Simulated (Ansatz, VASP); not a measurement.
**SiO2: VASP beside Ansatz**

```
CELL_PARAMETERS angstrom
4.08040 0.00000 0.00000
0.00000 4.08040 0.00000
0.00000 0.00000 2.66131
ATOMIC_POSITIONS crystal
Si 0.50000 0.50000 0.50000
Si 0.00000 0.00000 0.00000
O 0.69443 0.69443 0.00000
O 0.19443 0.80557 0.50000
O 0.30557 0.30557 0.00000
O 0.80557 0.19443 0.50000
```

Alike in both runs: task single point; functional LDA; k mesh 6 × 6 × 8; occupations gaussian, width 0.05 eV; no spin polarisation.

|  | VASP | Ansatz |
| --- | --- | --- |
| version | VASP 6.6.1 | Ansatz 0.2.0 |
| potentials or method | VASP PAW LDA potentials, release 64 (Si, O), cutoff 520 eV | scalar-relativistic, plane waves, PAW |
| valence electrons in the cell | 32 | 32 |

```tsv
	VASP	Ansatz	Ansatz less VASP
gap on the k mesh at the Fermi level (eV)	6.28	6.33	+0.046
least direct gap on the mesh (eV)	6.28	6.33	+0.046
pressure (GPa)	13.6	12.4	-1.21
traceless stress, the component that is largest in VASP (GPa)	-3.88	-4.51	-0.628
rms of the force components (eV/Å)	0.163	0.150	-0.0134
```

Ansatz warns that its potentials were made for another functional, while VASP's fit it. LDA's correlation is that of Perdew and Zunger in VASP and of Perdew and Wang (1992) in Ansatz. Atom by atom the forces differ by 0.013 eV/Å (rms over components).
